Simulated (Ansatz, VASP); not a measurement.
# Two plane-wave programs on Na2BrCl

Contents of INCAR:

```
SYSTEM = Na2BrCl
ALGO     = Normal         ! electronic algorithm
EDIFF    = 1E-6           ! SCF threshold, eV
ENCUT    = 520            ! plane-wave cutoff, eV
GGA      = CA             ! functional
ISIF     = 2              ! what is computed and relaxed
ISMEAR   = 0              ! smearing method
LASPH    = .True.         ! aspherical terms in the spheres
LCHARG   = .True.         ! write CHGCAR
LELF     = .True.         ! ELF
LREAL    = .False.        ! projectors in reciprocal space
LVHAR    = .True.       
LWAVE    = .False.        ! write WAVECAR
NBANDS   = 22             ! bands
NELM     = 100            ! most SCF steps
PREC     = Accurate       ! precision mode
SIGMA    = 0.05           ! smearing width, eV
```

The input KPOINTS:

```
k-points
0
Gamma
  9 9 9
  0 0 0
```

Contents of POSCAR:

```
Na2BrCl
1.0
    1.9888625555      1.1482703318      6.4983477511
   -1.9888625555      1.1482703318      6.4983477511
    0.0000000000     -2.2965406636      6.4983477511
Na Br Cl
2 1 1
Direct
    0.2545086910      0.2545086910      0.2545086910
    0.7454913090      0.7454913090      0.7454913090
    0.5000000000      0.5000000000      0.5000000000
    0.0000000000      0.0000000000      0.0000000000
```

Input for Ansatz:

```yaml
crystal:
  lattice:
    - [1.9888625555, 1.1482703318, 6.4983477511]
    - [-1.9888625555, 1.1482703318, 6.4983477511]
    - [0.0, -2.2965406636, 6.4983477511]
  atoms:
    - { symbol: Na, position: [0.254508691, 0.254508691, 0.254508691] }
    - { symbol: Na, position: [0.745491309, 0.745491309, 0.745491309] }
    - { symbol: Br, position: [0.5, 0.5, 0.5] }
    - { symbol: Cl, position: [0.0, 0.0, 0.0] }
basis:
  ecutwfc: 420
kpoints:
  mp_grid: { grid: [9, 9, 9] }
hamiltonian:
  xc: lda
scf:
  occupations: { method: gaussian, width: 0.05 }
output:
  forces: true
  stress: true
  eigenvalues: true
```

Alike in both runs: task single point; functional LDA; k mesh 9 × 9 × 9; occupations gaussian, width 0.05 eV; no spin polarisation.

```csv
,VASP,Ansatz
version,VASP 6.6.1,Ansatz 0.2.0
potentials or method,"VASP PAW LDA potentials, release 64 (Na_pv, Br, Cl), cutoff 520 eV","scalar-relativistic, plane waves, PAW"
valence electrons in the cell,28,32
```

|  | VASP | Ansatz | Ansatz less VASP |
| --- | --- | --- | --- |
| gap on the k mesh at the Fermi level (eV) | 4.17 | 4.16 | -0.010 |
| least direct gap on the mesh (eV) | 4.17 | 4.16 | -0.010 |
| pressure (GPa) | 0.0 | 0.0 | -0.02 |

LDA's correlation is that of Perdew and Zunger in VASP and of Perdew and Wang (1992) in Ansatz. VASP's potentials hold 28 valence electrons a cell and Ansatz's 32, so a difference there can come from the potentials and not from the codes.
